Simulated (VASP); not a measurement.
# Hf (P6_3/mmc) in VASP: notebook, part 2 of 3

VASP 6.6.1. Earlier steps stand in the parts before.

## 3. Single point, PBEsol (strain -0.1125 x Voigt [0, 0, 1, 0, 0, 0])

Input file INCAR:

```
PREC = Accurate
ENCUT = 520
EDIFF = 1E-6
ISMEAR = 0
SIGMA = 0.15
LREAL = False
LASPH = True
NELM = 80
ALGO = Fast
ISIF = 2
LWAVE = False
LCHARG = False
GGA = PS
NBANDS = 17
```

Input file KPOINTS:

```
Automatic mesh
0
Gamma
  18 18 10
```

Input file POSCAR:

```
Hf
1.0
    3.1966985242      0.0000000000      0.0000000000
   -1.5983492621      2.7684221302      0.0000000000
    0.0000000000      0.0000000000      4.4887975000
Hf
2
Direct
    0.3333333333      0.6666666667      0.2500000000
    0.6666666667      0.3333333333      0.7500000000
```

Potentials or basis: VASP PAW PBE potentials, release 64 (Hf_pv).

The run is started by

```
$ cat potpaw_PBE.64/Hf_pv/POTCAR > POTCAR
$ mpirun -np 1 vasp_std > vasp.out
```

OUTCAR:

```text
PREC = Accurate
   ENCUT = 520
   EDIFF = 1E-6
   ISMEAR = 0
   LREAL = False
   LASPH = True
   NELM = 80
   ISIF = 2
   GGA = PS

 ion  position               nearest neighbor table
   1  0.333  0.667  0.250-   2 2.91   2 2.91   2 2.91   2 2.91   2 2.91   2 2.91
   2  0.667  0.333  0.750-   1 2.91   1 2.91   1 2.91   1 2.91   1 2.91   1 2.91

  LATTYP: Found a hexagonal cell.
 ALAT       =     3.1966985242
 C/A-ratio  =     1.4041979455

  Lattice vectors:

 A1 = (   3.1966985242,   0.0000000000,   0.0000000000)
[... 194 lines left out ...]
      5     -24.1913      2.00000
      6     -24.0349      2.00000
[... 457 lines left out ...]
      4     -24.7266      2.00000
      5     -24.5022      2.00000
      6     -24.2756      2.00000
[... 9 lines left out ...]
     16      12.6001      0.00000
     17      13.5602      0.00000

 [... further k-points ...]
[... 5 lines left out ...]
  --------------------------------------------------------------------------------------
  -------------------------------------------------------------------------------------
  Total        1.5318005      1.5318005      5.7394550      0.0000000     -0.0000000     -0.0000000
  in kB       61.7801235     61.7801235    231.4820030      0.0000000     -0.0000000     -0.0000000
  external PRESSURE =     118.3474167 kB  Pullay stress =       0.0000000 kB

 VOLUME and BASIS-vectors are now :
 -----------------------------------------------------------------------------
  energy-cutoff  :      520.00
  volume of cell :       39.73
      direct lattice vectors                 reciprocal lattice vectors
     3.196698524  0.000000000  0.000000000     0.312822743  0.180608295  0.000000000
    -1.598349262  2.768422130  0.000000000     0.000000000  0.361216589  0.000000000
     0.000000000  0.000000000  4.488797500     0.000000000  0.000000000  0.222776813

 POSITION                                       TOTAL-FORCE (eV/Angst)
 -----------------------------------------------------------------------------------
     -0.00000      1.84561      1.12220        -0.000000      0.000000      0.000000
      1.59835      0.92281      3.36660         0.000000      0.000000      0.000000
 -----------------------------------------------------------------------------------
    total drift:                               -0.000000      0.000000     -0.000000

  FREE ENERGIE OF THE ION-ELECTRON SYSTEM (eV)
  ---------------------------------------------------
  free  energy   TOTEN  =       -20.7245858463 eV

  energy  without entropy=      -20.7094741323  energy(sigma->0) =      -20.71702999
```

OSZICAR:

```text
N       E                     dE             d eps       ncg     rms          rms(c)
DAV:   1     0.507182596118E+02    0.50718E+02   -0.11500E+04  7604   0.114E+03
DAV:   2    -0.196361775159E+02   -0.70354E+02   -0.68524E+02  9909   0.254E+02
DAV:   3    -0.213814749030E+02   -0.17453E+01   -0.17330E+01  9249   0.270E+01
DAV:   4    -0.213937822736E+02   -0.12307E-01   -0.12302E-01  9618   0.272E+00
DAV:   5    -0.213938876350E+02   -0.10536E-03   -0.10535E-03  9376   0.220E-01    0.710E+01
RMM:   6    -0.209050305659E+02    0.48886E+00   -0.36602E-01  7583   0.361E+00    0.423E+01
RMM:   7    -0.207318042814E+02    0.17323E+00   -0.79171E-01  8412   0.533E+00    0.195E+00
RMM:   8    -0.207238227947E+02    0.79815E-02   -0.66563E-02  8130   0.182E+00    0.392E-01
RMM:   9    -0.207245243343E+02   -0.70154E-03   -0.82037E-03 10183   0.590E-01    0.312E-01
RMM:  10    -0.207246261181E+02   -0.10178E-03   -0.10808E-03 10711   0.213E-01    0.358E-01
RMM:  11    -0.207249495708E+02   -0.32345E-03   -0.68319E-04  8634   0.181E-01    0.111E+00
RMM:  12    -0.207245891410E+02    0.36043E-03   -0.11234E-03  8395   0.204E-01    0.318E-01
RMM:  13    -0.207246146676E+02   -0.25527E-04   -0.13251E-04  8653   0.849E-02    0.322E-01
RMM:  14    -0.207245862574E+02    0.28410E-04   -0.38184E-05  8357   0.392E-02    0.842E-02
RMM:  15    -0.207245858463E+02    0.41101E-06   -0.34624E-06  7818   0.129E-02
   1 F= -.20724586E+02 E0= -.20717030E+02  d E =-.151117E-01
```

It took 2.3 min on 1 thread of Intel Xeon 6975P-C, shared host; peak memory 0.25 GiB.

Results:

```
Free energy            : -20.7246 eV
Pressure               : 11.8 GPa
Band gap on the k mesh : zero (band 10 reaches 6.71 eV, above the bottom of band 11 at 5.26 eV)
```

Stress tensor (GPa, compression positive):
```
 6.18  0.00  0.00
 0.00  6.18  0.00
 0.00  0.00 23.15
```

Caveat: the cell differs from its parent crystal (strain -0.1125 x Voigt [0, 0, 1, 0, 0, 0]); the PAW data sets were made with another functional, which shifts forces and pressure a little; spin-orbit coupling is left out, which moves the levels of the heavy elements.

## 4. Single point, PBEsol (strain -0.0750 x Voigt [0, 0, 1, 0, 0, 0])

Input file INCAR:

```
SYSTEM = Hf
  PREC = Accurate
  ENCUT = 520
  EDIFF = 1E-7
  ISMEAR = 0
  SIGMA = 0.15
  LREAL = .False.
  LASPH = .True.
  NELM = 80
  ALGO = Fast
  ISIF = 2
  LWAVE = .False.
  LCHARG = .False.
  GGA = PS
  NBANDS = 17
```

Input file KPOINTS:

```
Automatic mesh
0
Gamma
  18 18 10
  0 0 0
```

Edit POSCAR of step 3 so:

```diff
@@ -4,3 +4,3 @@
    -1.5983492621      2.7684221302      0.0000000000
-    0.0000000000      0.0000000000      4.4887975000
+    0.0000000000      0.0000000000      4.6784650000
 Hf
```

The run is started by

```
$ cat potpaw_PBE.64/Hf_pv/POTCAR > POTCAR
$ mpirun -np 1 vasp_std > vasp.out
```

Run time: 2.8 min. Hardware: 1 thread of Intel Xeon 6975P-C, shared host; peak memory 0.25 GiB.

It converged, with:

```yaml
Free_energy: -20.9137 eV
Pressure: 5.5 GPa
Band_gap_on_the_k_mesh: zero (band 10 reaches 6.40 eV, above the bottom of band 11 at 4.94 eV)
```

Stress tensor (GPa, compression positive):
```
 1.87  0.00  0.00
 0.00  1.87  0.00
 0.00  0.00 12.89
```

Levels at points of the mesh, in eV from the Fermi level:
```csv
k point,band 7,band 8,band 9,band 10,band 11,band 12,band 13,band 14
"(0.00, 0.00, 0.00)",-7.67,-3.87,0.94,0.94,1.70,2.08,2.08,2.09
"(0.50, 0.00, 0.00)",-3.60,-3.12,-2.34,-0.96,0.18,1.46,2.28,5.75
"(0.00, 0.00, 0.50)",-5.30,-5.30,0.51,0.51,0.63,0.63,0.63,0.63
"(0.50, 0.00, 0.50)",-3.67,-3.67,-0.91,-0.91,1.41,1.41,2.41,2.41
```

Caveat: the cell differs from its parent crystal (strain -0.0750 x Voigt [0, 0, 1, 0, 0, 0]); the PAW data sets were made with another functional, which shifts forces and pressure a little; spin-orbit coupling is left out, which moves the levels of the heavy elements.

[end of part 2 of 3]
